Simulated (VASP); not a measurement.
## MnS: single point with PBE

Crystal: MnS.

```
CELL_PARAMETERS angstrom
1.83000 1.05655 2.97092
-1.83000 1.05655 2.97092
0.00000 -2.11310 2.97092
ATOMIC_POSITIONS crystal
Mn 0.00000 0.00000 0.00000
S 0.50000 0.50000 0.50000
```

| Quantity | Value |
| --- | --- |
| Program | VASP 6.6.1 |
| Task | single point |
| Functional | PBE |
| Potentials or basis | VASP PAW PBE potentials, release 64 (Mn_pv, S) |
| Cutoff | 520 eV |
| k mesh | 8 × 8 × 8 |
| Occupations | fermi-dirac, width 0.05 eV |
| Spin | collinear spin, zero start |
| Starting moments | [0.0, 0.0] μB |
| Fixed moment | 0 μB |

* Pressure: -22.7 GPa
* Net moment: 0.00 μB per cell
* Valence electrons inside the program's atomic spheres: Mn 11.43; S 3.63

Wall time 43 s on 1 thread of Intel(R) Xeon(R) 6975P-C (Granite Rapids), with other jobs on the host, peak memory 0.21 GiB.

Caveat: the total moment is fixed, so each spin has its own Fermi level.
